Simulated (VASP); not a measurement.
Here is a VASP 6.6.1 calculation.

INCAR

```
SYSTEM = Au
  PREC = Accurate
  ENCUT = 600
  EDIFF = 1E-6
  ISMEAR = -1
  SIGMA = 0.08
  LREAL = .FALSE.
  LASPH = .TRUE.
  NELM = 100
  ALGO = Normal
  ISIF = 4
  LWAVE = .FALSE.
  LCHARG = .FALSE.
  GGA = PE
  IBRION = 2
  NSW = 50
  EDIFFG = -0.005
```

File KPOINTS:

```
regular mesh
0
G
  15 15 14
  0 0 0
```

File POSCAR:

```
Au
1.0
    2.2408403644      0.0000000000      0.0000000000
   -1.1204201822      1.9406246814      0.0000000000
    0.0000000000      0.0000000000      2.2243028077
Au
1
Direct
    0.0000000000      0.0000000000      0.0000000000
```

Potentials or basis: VASP PAW PBE potentials, release 64 (Au).

Launch:

```sh
$ cat potpaw_PBE.64/Au/POTCAR > POTCAR
$ mpirun -np 1 vasp_std > vasp.out
```

(1) Predict the band gap on the k mesh.

Answers

(1) zero (an odd number of electrons rules out a gap without spin polarisation).

Caveat: spin-orbit coupling is left out, which moves the levels of the heavy elements.
